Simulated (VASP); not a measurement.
Set up this calculation in VASP 6.6.1, as the native input.

| Property | Result |
| --- | --- |
| Task | single point |
| Functional | PBE |
| Potentials or basis | VASP PAW PBE potentials, release 64 (Mg, I) |
| Cutoff | 520 eV |
| k mesh | 4 × 4 × 1 |
| Occupations | gaussian, width 0.1 eV |
| Spin | no spin polarisation |
| Dipole correction | no |
| Further INCAR settings | ALGO = Normal; EDIFF = 1e-07; NBANDS = 25 |

The structure of MgI2 lies in POSCAR:

```
MgI2
1.0
    5.6217003530      0.0000000000      0.0000000000
    0.0000000000      5.6217003530      0.0000000000
    0.0000000000      0.0000000000     13.1846278402
Mg I
2 4
Direct
    0.0000000000      0.0000000000      0.0000000000
    0.0000000000      0.0000000000      0.5000000000
    0.5000000000      0.0000000000      0.0000000000
    0.5000000000      0.0000000000      0.5000000000
    0.0000000000      0.5000000000      0.0000000000
    0.0000000000      0.5000000000      0.5000000000
```

These files were run (other wordings do the same):

INCAR

```
SYSTEM = MgI2
PREC = Accurate
ENCUT = 520
EDIFF = 1E-7
ISMEAR = 0
SIGMA = 0.1
LREAL = .False.
LASPH = .True.
NELM = 80
ALGO = Normal
ISIF = 2
LWAVE = .False.
LCHARG = .False.
GGA = PE
NBANDS = 25
```

KPOINTS

```
Automatic mesh
0
Gamma
  4 4 1
  0 0 0
```

Potentials or basis: VASP PAW PBE potentials, release 64 (Mg, I).

The run is started by

```sh
$ cat potpaw_PBE.64/Mg/POTCAR potpaw_PBE.64/I/POTCAR > POTCAR
$ mpirun -np 1 vasp_std > vasp.out
```

It gave:

```
Pressure               : 0.0 GPa
Band gap on the k mesh : 0.46 eV
```

Caveat: semilocal functionals underestimate gaps, and a narrow one can read as zero; spin-orbit coupling is left out, which moves the levels of the heavy elements.

Run time: 2.2 min on 1 thread of Oxide Virtual Turin-like Processor, with other jobs on the host, peak memory 0.39 GiB.
